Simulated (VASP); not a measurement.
Here is a VASP 6.6.1 calculation.

File INCAR:

```
PREC = Accurate
ENCUT = 520
EDIFF = 1E-6
ISMEAR = 0
SIGMA = 0.1
LREAL = F
LASPH = T
NELM = 100
ALGO = Normal
ISIF = 2
LWAVE = F
LCHARG = F
GGA = PE
NBANDS = 22
```

The input KPOINTS:

```
Automatic mesh
0
Gamma
  4 4 4
```

Contents of POSCAR:

```
Hf2MgO
1.0
    4.4147194900      0.0000000000      0.0000000000
    0.0000000000      4.4147194900      0.0000000000
    0.0000000000      0.0000000000      4.0012321200
Mg Hf O
1 2 1
Direct
    0.0000000000      0.0000000000      0.6261510100
    0.5000000000      0.0000000000      0.5708109900
    0.0000000000      0.5000000000      0.5708109900
    0.0000000000      0.0000000000      0.1349103500
```

Potentials or basis: VASP PAW PBE potentials, release 64 (Mg, Hf_pv, O).

The run is started by

```sh
$ cat potpaw_PBE.64/Mg/POTCAR potpaw_PBE.64/Hf_pv/POTCAR potpaw_PBE.64/O/POTCAR > POTCAR
$ mpirun -np 1 vasp_std > vasp.out
```

Task: Predict the band gap on the k mesh.

Result: Zero (band 14 reaches 3.99 eV, above the bottom of band 15 at 3.57 eV).

Task: Predict the largest force.

Result: 2.904 eV/Å.

Task: Predict the pressure.

Result: 26.4 GPa.

Stress tensor (GPa, compression positive):
```
 45.07   0.00   0.00
  0.00  45.07   0.00
  0.00   0.00 -10.96
```

Caveat: the k points lie up to 0.39 Å⁻¹ apart; spin-orbit coupling is left out, which moves the levels of the heavy elements; forces of over 1 eV/Å act on the atoms, so gaps and moduli don't describe the material at rest.
